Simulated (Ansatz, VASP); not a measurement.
**Si4O7 in VASP and in Ansatz**

Contents of INCAR:

```
SYSTEM = Si4O7
PREC = Accurate
ENCUT = 520
EDIFF = 1E-6
ISMEAR = 0
SIGMA = 0.05
LREAL = .FALSE.
LASPH = .TRUE.
NELM = 100
ALGO = Normal
ISIF = 2
LWAVE = .FALSE.
LCHARG = .FALSE.
GGA = PE
NBANDS = 40
```

KPOINTS

```
regular mesh
0
G
  4 4 4
  0 0 0
```

Contents of POSCAR:

```
Si4O7
1.0
    5.0799801732      0.0000000000      0.0000000000
    0.0000000000      5.0799801732      0.0000000000
    0.0000000000      0.0000000000      7.0914769300
Si O
4 7
Direct
    0.2944292339      0.2944292339      0.0000000000
    0.2055707661      0.7944292339      0.2500000000
    0.7055707661      0.7055707661      0.5000000000
    0.7944292339      0.2055707661      0.7500000000
    0.4053663613      0.7409644515      0.4248320116
    0.7590355485      0.9053663613      0.6748320116
    0.5946336387      0.2590355485      0.9248320116
    0.7409644515      0.4053663613      0.5751679884
    0.8567945924      0.8266014802      0.3469264087
    0.2590355485      0.5946336387      0.0751679884
    0.0946336387      0.2409644515      0.8251679884
```

Input for Ansatz:

```yaml
crystal:
  lattice:
    - [5.0799801732, 0.0, 0.0]
    - [0.0, 5.0799801732, 0.0]
    - [0.0, 0.0, 7.09147693]
  atoms:
    - { symbol: Si, position: [0.2944292339, 0.2944292339, 0.0] }
    - { symbol: Si, position: [0.2055707661, 0.7944292339, 0.25] }
    - { symbol: Si, position: [0.7055707661, 0.7055707661, 0.5] }
    - { symbol: Si, position: [0.7944292339, 0.2055707661, 0.75] }
    - { symbol: O, position: [0.4053663613, 0.7409644515, 0.4248320116] }
    - { symbol: O, position: [0.7590355485, 0.9053663613, 0.6748320116] }
    - { symbol: O, position: [0.5946336387, 0.2590355485, 0.9248320116] }
    - { symbol: O, position: [0.7409644515, 0.4053663613, 0.5751679884] }
    - { symbol: O, position: [0.8567945924, 0.8266014802, 0.3469264087] }
    - { symbol: O, position: [0.2590355485, 0.5946336387, 0.0751679884] }
    - { symbol: O, position: [0.0946336387, 0.2409644515, 0.8251679884] }
basis:
  ecutwfc: 420
kpoints:
  mp_grid: { grid: [4, 4, 4] }
hamiltonian:
  xc: pbe
  pseudopotentials: { kind: paw, azcp: { folder: soft_1 } }
scf:
  occupations: { method: gaussian, width: 0.05 }
output:
  forces: true
  stress: true
  eigenvalues: true
  write_density: true
  write_potential: true
  elf: true
  volumetric_format: npy
```

Change from the starting cell: O vacancy; atom 9 moved 0.000 of the way to it and +0.450 Å across, host rigid.

Alike in both runs: task single point; functional PBE; k mesh 4 × 4 × 4; occupations gaussian, width 0.05 eV; no spin polarisation.

```csv
,VASP,Ansatz
version,VASP 6.6.1,Ansatz 0.2.0
potentials or method,"VASP PAW PBE potentials, release 64 (Si, O), cutoff 520 eV","scalar-relativistic, plane waves, PAW"
valence electrons in the cell,58,58
```

|  | VASP | Ansatz | Ansatz less VASP |
| --- | --- | --- | --- |
| gap on the k mesh at the Fermi level (eV) | 2.50 | 2.50 | +0.005 |
| least direct gap on the mesh (eV) | 2.50 | 2.50 | +0.005 |
| pressure (GPa) | 1.4 | 1.4 | -0.04 |
| traceless stress, the component that is largest in VASP (GPa) | 3.96 | 3.93 | -0.028 |
| rms of the force components (eV/Å) | 2.506 | 2.487 | -0.0188 |

Atom by atom the forces differ by 0.025 eV/Å (rms over components).
